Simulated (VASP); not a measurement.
ZnO: relaxation of cell and atoms with PBE

ZnO:

```xyz
4
Lattice="2.8070 0.0000 0.0000 -1.4035 2.4309 0.0000 0.0000 0.0000 4.5838" Properties=species:S:1:pos:R:3 pbc="T T T"
Zn    0.0000    1.6206    0.0000
Zn    1.4035    0.8103    2.2919
O     0.0000    1.6206    1.7189
O     1.4035    0.8103    4.0108
```

| Quantity | Value |
| --- | --- |
| Program | VASP 6.6.1 |
| Task | relaxation of cell and atoms |
| Functional | PBE |
| Potentials or basis | VASP PAW PBE potentials, release 64 (Zn, O) |
| Cutoff | 600 eV |
| k mesh | 12 × 12 × 6 |
| Occupations | fermi-dirac, width 0.02 eV |
| Spin | no spin polarisation |
| Dipole correction | no |
| Further INCAR settings | ALGO = Normal; EDIFF = 1e-06; IBRION = 2; EDIFFG = -0.005; NSW = 80; ISIF = 3 |

- Relaxed volume: 12.29 Å³/atom
- Relaxed cell: a = 3.275 Å, b = 3.275 Å, c = 5.294 Å, α = 90.00°, β = 90.00°, γ = 120.00°
- Space group after relaxing (to 0.1 Å): P6_3mc (No. 186)
- Energy gained by relaxing: 1555.0 meV/atom
- Ionic steps: 18
- Pressure after relaxing: 0.0 GPa
- Band gap on the k mesh: 0.73 eV

Step by step:
```csv
step,energy change (eV),largest force (eV/Å),pressure (GPa),volume (Å³)
1,0.0000,0.1259,165.30,31.28
2,-0.9636,0.0633,-35.79,83.85
3,-6.1801,0.0774,-5.65,51.21
4,-6.2110,0.0757,-2.43,49.99
5,-6.2173,0.0741,0.03,49.13
6,-6.2159,0.0749,-1.14,49.55
7,-6.2180,0.0501,0.73,48.99
8,-6.2181,0.0544,0.21,49.09
9,-6.2181,0.0540,0.22,49.08
10,-6.2181,0.0524,0.34,49.03
11,-6.2181,0.0527,0.35,49.06
12,-6.2181,0.0538,0.28,49.07
13,-6.2189,0.0372,0.16,49.10
14,-6.2200,0.0077,0.00,49.17
15,-6.2200,0.0116,-0.02,49.18
16,-6.2200,0.0065,0.07,49.16
17,-6.2200,0.0016,0.03,49.17
18,-6.2200,0.0007,-0.01,49.17
```

Final structure:
```xyz
4
Lattice="3.2748 0.0000 0.0000 -1.6374 2.8361 0.0000 0.0000 0.0000 5.2938" Properties=species:S:1:pos:R:3 pbc="T T T"
Zn    0.0000    1.8907    5.2840
Zn    1.6374    0.9454    2.6371
O     0.0000    1.8907    1.9950
O     1.6374    0.9454    4.6419
```

Levels at points of the mesh, in eV from the valence-band top:
| k point | band 15 | band 16 | band 17 | band 18 | band 19 | band 20 | band 21 | band 22 |
| --- | --- | --- | --- | --- | --- | --- | --- | --- |
| (0.00, 0.00, 0.00) | -0.76 | -0.08 | 0.00 | 0.00 | 0.73 | 5.11 | 8.07 | 12.76 |
| (0.50, 0.00, 0.00) | -2.73 | -2.15 | -1.24 | -0.79 | 5.64 | 6.83 | 7.52 | 8.30 |
| (0.00, 0.00, 0.50) | -0.37 | -0.37 | -0.37 | -0.37 | 3.37 | 3.37 | 9.92 | 9.92 |
| (0.50, 0.00, 0.50) | -1.43 | -1.43 | -1.33 | -1.33 | 5.64 | 5.64 | 8.25 | 8.25 |

Run time: 3.5 min on 1 thread of Intel(R) Xeon(R) 6975P-C (Granite Rapids), on a shared host, peak memory 0.2 GiB.

Caveat: the volume moved by over 15 % at a fixed basis, so the end points are rough; semilocal functionals underestimate gaps, and a narrow one can read as zero.
